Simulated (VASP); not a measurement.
# Sc (P6_3/mmc) in VASP: notebook, part 3 of 3

VASP 6.6.1. Earlier steps stand in the parts before.

## (5) Single point, PBEsol

This run uses another cell than the first one, of 26.01 Å³/atom, 1.062 times its volume.

File INCAR:

```
SYSTEM = Sc
PREC     = Accurate       ! precision mode
ENCUT    = 500            ! plane-wave cutoff, eV
EDIFF    = 1E-6           ! SCF threshold, eV
ISMEAR   = -1             ! smearing method
SIGMA    = 0.05           ! smearing width, eV
LREAL    = .False.        ! projectors in reciprocal space
LASPH    = .True.         ! aspherical terms in the spheres
NELM     = 120            ! most SCF steps
ALGO     = Normal         ! electronic algorithm
ISIF     = 2              ! what is computed and relaxed
LWAVE    = .False.        ! write WAVECAR
LCHARG   = .False.        ! write CHGCAR
GGA      = PS             ! functional
NBANDS   = 18             ! bands
GGA_COMPAT= .False.
```

File KPOINTS:

```
regular mesh
0
Gamma
  8 8 4
  0 0 0
```

File POSCAR:

```
Sc
1.0
    3.3751800000      0.0000000000      0.0000000000
   -1.6875900000      2.9229916223      0.0000000000
    0.0000000000      0.0000000000      5.2733000000
Sc
2
Direct
    0.6666666667      0.3333333333      0.7500000000
    0.3333333333      0.6666666667      0.2500000000
```

Potentials or basis: VASP PAW PBE potentials, release 64 (Sc_sv).

Launch:

```sh
cat potpaw_PBE.64/Sc_sv/POTCAR > POTCAR
mpirun -np 1 vasp_std > vasp.out
```

OUTCAR:

```text
SYSTEM = Sc
   PREC = Accurate
   ENCUT = 500
   EDIFF = 1E-6
   ISMEAR = -1
   LREAL = .False.
   LASPH = .True.
   NELM = 120
   ISIF = 2
   GGA = PS

 ion  position               nearest neighbor table
   1  0.667  0.333  0.750-   2 3.28   2 3.28   2 3.28   2 3.28   2 3.28   2 3.28
   2  0.333  0.667  0.250-   1 3.28   1 3.28   1 3.28   1 3.28   1 3.28   1 3.28

  LATTYP: Found a hexagonal cell.
 ALAT       =     3.3751800000
 C/A-ratio  =     1.5623759325

  Lattice vectors:

 A1 = (   3.3751800000,   0.0000000000,   0.0000000000)
 A2 = (  -1.6875900000,   2.9229916223,   0.0000000000)
 A3 = (   0.0000000000,   0.0000000000,   5.2733000000)

Analysis of symmetry for initial positions (statically):
=====================================================================
 Subroutine PRICEL returns:
 Original cell was already a primitive cell.

 Routine SETGRP: Setting up the symmetry group for a
 hexagonal supercell.

 Subroutine GETGRP returns: Found 24 space group operations
 (whereof 12 operations were pure point group operations)
 out of a pool of 24 trial point group operations.

The static configuration has the point symmetry D_3d.
 The point group associated with its full space group is D_6h.

Analysis of symmetry for dynamics (positions and initial velocities):
=====================================================================
 Subroutine PRICEL returns:
 Original cell was already a primitive cell.

 Routine SETGRP: Setting up the symmetry group for a
 hexagonal supercell.

 Subroutine GETGRP returns: Found 24 space group operations
 (whereof 12 operations were pure point group operations)
 out of a pool of 24 trial point group operations.

[... 107 lines left out ...]
   ISIF   =      2    stress and relaxation
   ISYM   =      2    0-nonsym 1-usesym 2-fastsym
   POTIM  = 0.5000    time-step for ionic-motion
   TEBEG  =    0.0;   TEEND  =   0.0 temperature during run
   PSTRESS=    0.0 pullay stress
   NELECT =      22.0000    total number of electrons
   NUPDOWN=      -1.0000    fix difference up-down
   EMIN   =  10.00;   EMAX   =-10.00  energy-range for DOS
   EFERMI =   0.00;   METHOD = LEGACY
   ISMEAR =    -1;   SIGMA  =   0.05  broadening in eV -4-tet -1-fermi 0-gaus
   EFERMI_NEDOS =   21; number of points for ismear=-14 and -15
   IALGO  =     38    algorithm
   IMIX   =      4    mixing-type and parameters
     AMIX     =   0.40;   BMIX     =  1.00
     AMIX_MAG =   1.60;   BMIX_MAG =  1.00
  volume/ion in A,a.u.               =      26.01       175.54
  Fermi-wavevector in a.u.,A,eV,Ry     =   1.228797  2.322089 20.544001  1.509942
  Thomas-Fermi vector in A             =   2.363709
   LORBIT       =      0    0 simple, 1 ext, 2 COOP (PROOUT), +10 PAW based schemes
   GGA     = PS    functional components
   LHFCALC =     F    Hartree Fock is set to
   AEXX    =    0.0000 exact exchange contribution
   IVDW    =     0    specifies the selected vdW correction
   LEPSILON=     F    determine dielectric tensor
   LRPA    =     F    only Hartree local field effects (RPA)
 non-spin polarized calculation
  energy-cutoff  :      500.00
  volume of cell :       52.02
 maximum number of plane-waves:      1339
 NGX is ok and might be reduce to    28
   NGX = 13   NGY = 13   NGZ = 19

 number of electron      22.0000003 magnetization

 Free energy of the ion-electron system (eV)
  ---------------------------------------------------
  ext. energy  EPLUGINS =         0.00000000
  ---------------------------------------------------
  free energy    TOTEN  =       -13.16146850 eV

  energy without entropy =      -13.13085578  energy(sigma->0) =      -13.14616214

 E-fermi :   3.2722     XC(G=0):  -9.7712

 val. band max:        3.2165098002   @ k =   0.1250   0.1250   0.0000
 cond. band min:       3.2951787541   @ k =   0.2500   0.1250   0.0000
 fundamental gap:      0.0786689539
 Fermi energy:         3.2722495259

 k-point     1 :       0.0000    0.0000    0.0000
  band No.  band energies     occupation
      1     -46.0765      2.00000
      2     -46.0197      2.00000
      3     -24.9464      2.00000
      4     -24.6699      2.00000
      5     -24.6699      2.00000
      6     -24.6138      2.00000
[... 481 lines left out ...]
      5     -24.6862      2.00000
      6     -24.6862      2.00000
[... 10 lines left out ...]
     17       6.6941      0.00000
     18       6.7384      0.00000

 [... further k-points ...]
[... 5 lines left out ...]
  --------------------------------------------------------------------------------------
  -------------------------------------------------------------------------------------
  Total       -1.4991229     -1.4991229     -1.6046943      0.0000000      0.0000000      0.0000000
  in kB      -46.1679764    -46.1679764    -49.4192231      0.0000000      0.0000000      0.0000000
  external PRESSURE =     -47.2517253 kB  Pullay stress =       0.0000000 kB

 VOLUME and BASIS-vectors are now :
 -----------------------------------------------------------------------------
  energy-cutoff  :      500.00
  volume of cell :       52.02
      direct lattice vectors                 reciprocal lattice vectors
     3.375180000  0.000000000  0.000000000     0.296280495  0.171057623  0.000000000
    -1.687590000  2.922991622  0.000000000     0.000000000  0.342115247  0.000000000
     0.000000000  0.000000000  5.273300000     0.000000000  0.000000000  0.189634574

 POSITION                                       TOTAL-FORCE (eV/Angst)
 -----------------------------------------------------------------------------------
      1.68759      0.97433      3.95498         0.000000     -0.000000      0.000000
     -0.00000      1.94866      1.31832        -0.000000      0.000000      0.000000
 -----------------------------------------------------------------------------------
    total drift:                               -0.000000      0.000000     -0.000000

  FREE ENERGIE OF THE ION-ELECTRON SYSTEM (eV)
  ---------------------------------------------------
  free  energy   TOTEN  =       -13.1614685017 eV

  energy  without entropy=      -13.1308557850  energy(sigma->0) =      -13.14616214
```

OSZICAR:

```text
N       E                     dE             d eps       ncg     rms          rms(c)
DAV:   1     0.358219282435E+03    0.35822E+03   -0.10695E+04  1080   0.123E+03
DAV:   2     0.532410136429E+01   -0.35290E+03   -0.34633E+03  1328   0.544E+02
DAV:   3    -0.144656867276E+02   -0.19790E+02   -0.19189E+02  1766   0.153E+02
DAV:   4    -0.148183656202E+02   -0.35268E+00   -0.34960E+00  1664   0.180E+01
DAV:   5    -0.148235125857E+02   -0.51470E-02   -0.51450E-02  1798   0.237E+00    0.759E+00
DAV:   6    -0.133506297364E+02    0.14729E+01   -0.33849E+00  1416   0.198E+01    0.218E+00
DAV:   7    -0.131753664891E+02    0.17526E+00   -0.78673E-01  1466   0.858E+00    0.896E-01
DAV:   8    -0.131633967747E+02    0.11970E-01   -0.37808E-02  1406   0.245E+00    0.272E-01
DAV:   9    -0.131614442881E+02    0.19525E-02   -0.10115E-02  1504   0.104E+00    0.203E-02
DAV:  10    -0.131614697754E+02   -0.25487E-04   -0.12742E-04  1642   0.148E-01    0.793E-03
DAV:  11    -0.131614676914E+02    0.20840E-05   -0.30811E-06  1304   0.191E-02    0.161E-03
DAV:  12    -0.131614685017E+02   -0.81029E-06   -0.32823E-07   734   0.117E-02
   1 F= -.13161469E+02 E0= -.13146162E+02  d E =-.306127E-01
```

Run time: 43 s. Hardware: 1 thread of Intel Xeon 8259CL, shared host; peak memory 0.18 GiB.

Results:

- Free energy: -13.1615 eV
- Pressure: -4.7 GPa
- Band gap on the k mesh: zero (band 11 reaches 4.20 eV, above the bottom of band 12 at 2.83 eV)

Caveat: the PAW data sets were made with another functional, which shifts forces and pressure a little.

## (6) Single point, PBEsol

This run uses another cell than the first one, of 27.04 Å³/atom, 1.104 times its volume.

File INCAR:

```
ALGO = Normal ; EDIFF = 1E-6
ENCUT = 500 ; GGA = PS
GGA_COMPAT = False ; ISIF = 2
ISMEAR = -1 ; LASPH = True
LCHARG = False ; LREAL = False
LWAVE = False ; NBANDS = 18
NELM = 120 ; PREC = Accurate
SIGMA = 0.05
```

File KPOINTS:

```
k-points
0
Gamma
  8 8 4
```

File POSCAR:

```
Sc
1.0
    3.4413600000      0.0000000000      0.0000000000
   -1.7206800000      2.9803051835      0.0000000000
    0.0000000000      0.0000000000      5.2733000000
Sc
2
Direct
    0.6666666667      0.3333333333      0.7500000000
    0.3333333333      0.6666666667      0.2500000000
```

Potentials or basis: VASP PAW PBE potentials, release 64 (Sc_sv).

Launch:

```sh
cat potpaw_PBE.64/Sc_sv/POTCAR > POTCAR
mpirun -np 1 vasp_std > vasp.out
```

It took 44 s on 1 thread of Intel Xeon 8259CL, shared host; peak memory 0.18 GiB.

It converged, with:

| Quantity | Value |
| --- | --- |
| Free energy | -13.0905 eV |
| Pressure | -6.2 GPa |
| Band gap on the k mesh | zero (band 11 reaches 4.02 eV, above the bottom of band 12 at 2.65 eV) |

Stress tensor (GPa, compression positive):
```
-6.52  0.00  0.00
 0.00 -6.52  0.00
 0.00  0.00 -5.63
```

Levels at points of the mesh, in eV from the Fermi level:
| k point | band 8 | band 9 | band 10 | band 11 | band 12 | band 13 |
| --- | --- | --- | --- | --- | --- | --- |
| (0.00, 0.00, 0.00) | -27.96 | -4.95 | -1.49 | 0.55 | 1.45 | 1.45 |
| (0.50, 0.00, 0.00) | -28.03 | -1.61 | -0.99 | -0.54 | -0.39 | 1.19 |
| (0.00, 0.00, 0.50) | -28.03 | -3.48 | -3.48 | 0.97 | 0.97 | 1.35 |
| (0.50, 0.00, 0.50) | -28.05 | -1.36 | -1.36 | 0.05 | 0.05 | 1.13 |

Caveat: the PAW data sets were made with another functional, which shifts forces and pressure a little.

## (7) Overview

| cell | gap on the mesh (eV) | pressure (GPa) |
| --- | --- | --- |
| a = 3.276, b = 3.276, c = 5.273 Å, angles 90.0, 90.0, 120.0°, 2 atoms | none | -1.9 |
| a = 3.309, b = 3.309, c = 5.273 Å, angles 90.0, 90.0, 120.0°, 2 atoms | none | -2.9 |
| a = 3.342, b = 3.342, c = 5.273 Å, angles 90.0, 90.0, 120.0°, 2 atoms | none | -3.9 |
| a = 3.375, b = 3.375, c = 5.273 Å, angles 90.0, 90.0, 120.0°, 2 atoms | none | -4.7 |
| a = 3.441, b = 3.441, c = 5.273 Å, angles 90.0, 90.0, 120.0°, 2 atoms | none | -6.2 |

Alike in all rows: task single point; level PBEsol; potentials or basis VASP PAW PBE potentials, release 64 (Sc_sv); no spin polarisation; k mesh 8 × 8 × 4; cutoff (eV) 500; smearing fermi-dirac 0.05 eV.

Caveats: the PAW data sets were made with another functional, which shifts forces and pressure a little.

Total energies depend on the potentials used, so only differences within one code and one set of settings carry meaning.
